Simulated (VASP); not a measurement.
# NbCu2SnS4 (I-42m) in VASP: single point with PBE

Aim: the single point of NbCu2SnS4 with PBE.

Program: VASP 6.6.1. These are calculated values, not measurements. Logs are shortened: lines on timing, memory, paths and dates and some standing lists are left out, and cuts for length are marked.

## Step 1: The cell of the first run

Symmetry: I-42m, No. 121, tetragonal system. The conventional cell has a = 5.766 Å, b = 5.766 Å, c = 9.874 Å, α = 90.00°, β = 90.00°, γ = 90.00°. Nb (site symmetry -42m) has 4 S at 2.31 Å within 3.1 Å. Within 3.6 Å of Sn (site symmetry -42m) lie 4 S at 2.70 Å. Cu (site symmetry -4) has 4 S at 2.29 Å within 3.0 Å. S (site symmetry m) has 2 Cu at 2.29 Å and 1 Nb at 2.31 Å and 1 Sn at 2.70 Å within 3.0 Å.

## Step 2: Single point, PBE

INCAR reads:

```
ALGO     = Normal         # electronic algorithm
EDIFF    = 1E-6           # SCF threshold, eV
ENCUT    = 520            # plane-wave cutoff, eV
GGA      = PE             # functional
ISIF     = 2              # what is computed and relaxed
ISMEAR   = 0              # smearing method
LASPH    = T              # aspherical terms in the spheres
LCHARG   = F              # write CHGCAR
LREAL    = F              # projectors in reciprocal space
LWAVE    = F              # write WAVECAR
NBANDS   = 46             # bands
NELM     = 60             # most SCF steps
PREC     = Accurate       # precision mode
SIGMA    = 0.0431         # smearing width, eV
```

KPOINTS reads:

```
k-points
0
Gamma
  6 6 6
```

POSCAR reads:

```
NbCu2SnS4
1.0
    0.0000000000      5.7662786086     -0.0000002686
    5.7662786086      0.0000000000     -0.0000002686
    2.8831390744      2.8831390744     -4.9368778242
Nb Sn Cu S
1 1 2 4
Direct
    0.0000000000      0.0000000000      0.0000000000
    0.5000000000      0.5000000000      0.0000000000
    0.2500000000      0.7500000000      0.5000000000
    0.7500000000      0.2500000000      0.5000000000
    0.6324078624      0.6324078624      0.2929328949
    0.3675921376      0.9253407573      0.7070671051
    0.0746592427      0.0746592427      0.2929328949
    0.9253407573      0.3675921376      0.7070671051
```

Potentials or basis: VASP PAW PBE potentials, release 64 (Nb_sv, Sn_d, Cu, S).

Command:

```console
cat potpaw_PBE.64/Nb_sv/POTCAR potpaw_PBE.64/Sn_d/POTCAR potpaw_PBE.64/Cu/POTCAR potpaw_PBE.64/S/POTCAR > POTCAR
mpirun -np 1 vasp_std > vasp.out
```

OUTCAR:

```text
EDIFF = 1E-6
   ENCUT = 520
   GGA = PE
   ISIF = 2
   ISMEAR = 0
   LASPH = T
   LREAL = F
   NELM = 60
   PREC = Accurate

 ion  position               nearest neighbor table
   1  0.000  0.000  0.000-   5 2.31   6 2.31   8 2.31   7 2.31
   2  0.500  0.500  0.000-   7 2.70   6 2.70   8 2.70   5 2.70
   3  0.250  0.750  0.500-   8 2.29   5 2.29   7 2.29   6 2.29
   4  0.750  0.250  0.500-   6 2.29   5 2.29   7 2.29   8 2.29
   5  0.632  0.632  0.293-   3 2.29   4 2.29   1 2.31   2 2.70
   6  0.368  0.925  0.707-   4 2.29   3 2.29   1 2.31   2 2.70
   7  0.075  0.075  0.293-   3 2.29   4 2.29   1 2.31   2 2.70
   8  0.925  0.368  0.707-   3 2.29   4 2.29   1 2.31   2 2.70

  LATTYP: Found a body centered tetragonal cell.
 ALAT       =     5.7662786086
 C/A-ratio  =     1.7123270971

  Lattice vectors:

 A1 = (  -2.8831390744,   2.8831395342,   4.9368775556)
 A2 = (   2.8831395342,  -2.8831390744,   4.9368775556)
 A3 = (   2.8831390744,   2.8831390744,  -4.9368778242)

Analysis of symmetry for initial positions (statically):
=====================================================================
 Subroutine PRICEL returns:
 Original cell was already a primitive cell.

 Routine SETGRP: Setting up the symmetry group for a
 body centered tetragonal supercell.

 Subroutine GETGRP returns: Found  8 space group operations
 (whereof  8 operations were pure point group operations)
 out of a pool of 16 trial point group operations.

The static configuration has the point symmetry D_2d.

Analysis of symmetry for dynamics (positions and initial velocities):
=====================================================================
 Subroutine PRICEL returns:
 Original cell was already a primitive cell.

 Routine SETGRP: Setting up the symmetry group for a
 body centered tetragonal supercell.

 Subroutine GETGRP returns: Found  8 space group operations
 (whereof  8 operations were pure point group operations)
 out of a pool of 16 trial point group operations.

The dynamic configuration has the point symmetry D_2d.

 Subroutine INISYM returns: Found  8 space group operations
 (whereof  8 operations are pure point group operations),
 and found     1 'primitive' translations

----------------------------------------------------------------------------------------

                                     Primitive cell

  volume of cell :     164.1510
[... 106 lines left out ...]
   NFREE  =      0    steps in history (QN), initial steepest desc. (CG)
   ISIF   =      2    stress and relaxation
   ISYM   =      2    0-nonsym 1-usesym 2-fastsym
   POTIM  = 0.5000    time-step for ionic-motion
   TEBEG  =    0.0;   TEEND  =   0.0 temperature during run
   PSTRESS=    0.0 pullay stress
   NELECT =      73.0000    total number of electrons
   NUPDOWN=      -1.0000    fix difference up-down
   EMIN   =  10.00;   EMAX   =-10.00  energy-range for DOS
   EFERMI =   0.00;   METHOD = LEGACY
   ISMEAR =     0;   SIGMA  =   0.04  broadening in eV -4-tet -1-fermi 0-gaus
   EFERMI_NEDOS =   21; number of points for ismear=-14 and -15
   IALGO  =     38    algorithm
   IMIX   =      4    mixing-type and parameters
     AMIX     =   0.40;   BMIX     =  1.00
     AMIX_MAG =   1.60;   BMIX_MAG =  1.00
  volume/ion in A,a.u.               =      20.52       138.47
  Fermi-wavevector in a.u.,A,eV,Ry     =   1.249591  2.361385 21.245196  1.561478
  Thomas-Fermi vector in A             =   2.383625
   LORBIT       =      0    0 simple, 1 ext, 2 COOP (PROOUT), +10 PAW based schemes
   GGA     = PE    functional components
   LHFCALC =     F    Hartree Fock is set to
   AEXX    =    0.0000 exact exchange contribution
   IVDW    =     0    specifies the selected vdW correction
   LEPSILON=     F    determine dielectric tensor
   LRPA    =     F    only Hartree local field effects (RPA)
 non-spin polarized calculation
 Gauss-broadening in eV      SIGMA  =   0.04
  energy-cutoff  :      520.00
  volume of cell :      164.15
 maximum number of plane-waves:      4444
 NGX is ok and might be reduce to    48
   NGX = 21   NGY = 21   NGZ = 23

 number of electron      73.0000030 magnetization

 Free energy of the ion-electron system (eV)
  ---------------------------------------------------
  ext. energy  EPLUGINS =         0.00000000
  ---------------------------------------------------
  free energy    TOTEN  =       -41.13136205 eV

  energy without entropy =      -41.12921584  energy(sigma->0) =      -41.13028895

 E-fermi :   6.6031     XC(G=0):  -9.9474

 val. band max:        6.6023024205   @ k =  -0.1667  -0.1667   0.1667
 cond. band min:       6.6277913806   @ k =  -0.1667   0.5000   0.1667
 fundamental gap:      0.0254889601
 Fermi energy:         6.6031318434

 k-point     1 :       0.0000    0.0000    0.0000
  band No.  band energies     occupation
      1     -49.1743      2.00000
      2     -25.3710      2.00000
      3     -25.3710      2.00000
      4     -25.3189      2.00000
      5     -15.5674      2.00000
      6     -15.5541      2.00000
[... 1165 lines left out ...]
     45      10.0435      0.00000
     46      11.4405      0.00000

 [... further k-points ...]

------------------------ aborting loop because EDIFF is reached ----------------------------------------

  FORCE on cell =-STRESS in cart. coord.  units (eV):
  Direction    XX          YY          ZZ          XY          YZ          ZX
  --------------------------------------------------------------------------------------
  -------------------------------------------------------------------------------------
  Total        5.1924691      5.1924691      5.0489951      0.0000000     -0.0000000     -0.0000000
  in kB       50.6805014     50.6805014     49.2801401      0.0000000     -0.0000001     -0.0000001
  external PRESSURE =      50.2137143 kB  Pullay stress =       0.0000000 kB

 VOLUME and BASIS-vectors are now :
 -----------------------------------------------------------------------------
  energy-cutoff  :      520.00
  volume of cell :      164.15
      direct lattice vectors                 reciprocal lattice vectors
     0.000000000  5.766278609 -0.000000269     0.000000005  0.173422079  0.101278582
     5.766278609  0.000000000 -0.000000269     0.173422079  0.000000005  0.101278582
     2.883139074  2.883139074 -4.936877824    -0.000000009 -0.000000009 -0.202557181

 POSITION                                       TOTAL-FORCE (eV/Angst)
 -----------------------------------------------------------------------------------
      0.00000      0.00000      0.00000        -0.000000     -0.000000      0.000000
      2.88314      2.88314     -0.00000        -0.000000     -0.000000      0.000000
      5.76628      2.88314     -2.46844        -0.000000     -0.000000     -0.000000
      2.88314      5.76628     -2.46844        -0.000000     -0.000000      0.000000
      4.49121      4.49121     -1.44617         0.019934      0.019934      0.031460
      7.37435      4.15821     -3.49070         0.019934     -0.019934     -0.031460
      1.27507      1.27507     -1.44617        -0.019934     -0.019934      0.031460
      4.15821      7.37435     -3.49070        -0.019934      0.019934     -0.031460
 -----------------------------------------------------------------------------------
    total drift:                                0.000008      0.000008     -0.000014

  FREE ENERGIE OF THE ION-ELECTRON SYSTEM (eV)
  ---------------------------------------------------
  free  energy   TOTEN  =       -41.1313620540 eV

  energy  without entropy=      -41.1292158396  energy(sigma->0) =      -41.13028895
```

It took 8.6 min on 1 thread of AMD EPYC 7R43 (Zen 3), shared host; peak memory 0.43 GiB.

What came out:

```
Free energy            : -41.1314 eV
Pressure               : 5.0 GPa
Largest force          : 0.042 eV/Å
Band gap on the k mesh : zero (an odd number of electrons rules out a gap without spin polarisation)
```

Forces in eV/Å, atoms in the order of the input:
```
Nb   0.000  0.000  0.000
Sn   0.000  0.000  0.000
Cu   0.000  0.000  0.000
Cu   0.000  0.000  0.000
S    0.020  0.020  0.031
S    0.020 -0.020 -0.031
S   -0.020 -0.020  0.031
S   -0.020  0.020 -0.031
```

Caveat: the cell stands under pressure; spin-orbit coupling is left out, which moves the levels of the heavy elements.
